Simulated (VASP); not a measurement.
# Sc4Ta: single point with PBE

Sc4Ta:

```
CELL_PARAMETERS angstrom
5.00780 0.00000 0.00000
0.00000 5.00780 0.00000
0.00000 0.00000 5.00780
ATOMIC_POSITIONS crystal
Sc 0.28594 0.28594 0.28594
Sc 0.71406 0.71406 0.28594
Sc 0.28594 0.71406 0.71406
Sc 0.71406 0.28594 0.71406
Ta 0.00000 0.00000 0.00000
```

| Quantity | Value |
| --- | --- |
| Program | VASP 6.6.1 |
| Task | single point |
| Functional | PBE |
| Potentials or basis | VASP PAW PBE potentials, release 64 (Sc_sv, Ta_pv) |
| Cutoff | 520 eV |
| k mesh | 8 × 8 × 8 |
| Occupations | gaussian, width 0.1 eV |
| Spin | no spin polarisation |
| Dipole correction | no |
| Further INCAR settings | ALGO = Fast; EDIFF = 1e-07; NBANDS = 36 |

```yaml
Pressure: 0.2 GPa
Largest_force: 0.049 eV/Å
```

Forces in eV/Å, atoms in the order of the input:
```
Sc   0.028  0.028  0.028
Sc  -0.028 -0.028  0.028
Sc   0.028 -0.028 -0.028
Sc  -0.028  0.028 -0.028
Ta   0.000  0.000  0.000
```

Levels at points of the mesh, in eV from the Fermi level:
| k point | band 24 | band 25 | band 26 | band 27 | band 28 | band 29 | band 30 | band 31 | band 32 | band 33 |
| --- | --- | --- | --- | --- | --- | --- | --- | --- | --- | --- |
| (0.00, 0.00, 0.00) | -1.56 | -1.56 | -0.66 | 0.18 | 0.18 | 0.48 | 0.48 | 0.48 | 1.19 | 1.76 |
| (0.50, 0.00, 0.00) | -1.33 | -1.33 | -0.92 | 0.12 | 0.17 | 0.39 | 1.03 | 1.03 | 1.19 | 1.41 |
| (0.50, 0.50, 0.00) | -1.17 | -0.47 | -0.47 | -0.34 | -0.20 | 0.45 | 0.45 | 0.55 | 0.98 | 0.98 |
| (0.50, 0.50, 0.50) | -0.94 | -0.94 | -0.94 | -0.54 | -0.54 | -0.43 | 0.80 | 0.80 | 0.80 | 1.19 |

Wall time 4.8 min on 1 thread of Intel(R) Xeon(R) Platinum 8375C CPU @ 2.90GHz (Ice Lake) (shared host), peak memory 0.32 GiB.

Caveat: spin-orbit coupling is left out, which moves the levels of the heavy elements.
